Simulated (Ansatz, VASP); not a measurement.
Two plane-wave programs on K2S

```
K S
1.0
     0.00000    3.68103    3.68103
     3.68103    0.00000    3.68103
     3.68103    3.68103    0.00000
K S
2 1
Direct
  0.25000 0.25000 0.25000
  0.75000 0.75000 0.75000
  0.00000 0.00000 0.00000
```

Alike in both runs: task single point; functional PBE; k mesh 8 × 8 × 8; occupations gaussian, width 0.05 eV; no spin polarisation.

|  | VASP | Ansatz |
| --- | --- | --- |
| version | VASP 6.6.1 | Ansatz 0.2.0 |
| potentials or method | VASP PAW PBE potentials, release 64 (K_sv, S), cutoff 500 eV | scalar-relativistic, plane waves, PAW |
| valence electrons in the cell | 24 | 24 |

```tsv
	VASP	Ansatz	Ansatz less VASP
gap on the k mesh at the Fermi level (eV)	2.42	2.43	+0.002
least direct gap on the mesh (eV)	2.64	2.64	+0.004
pressure (GPa)	0.8	0.8	-0.03
```
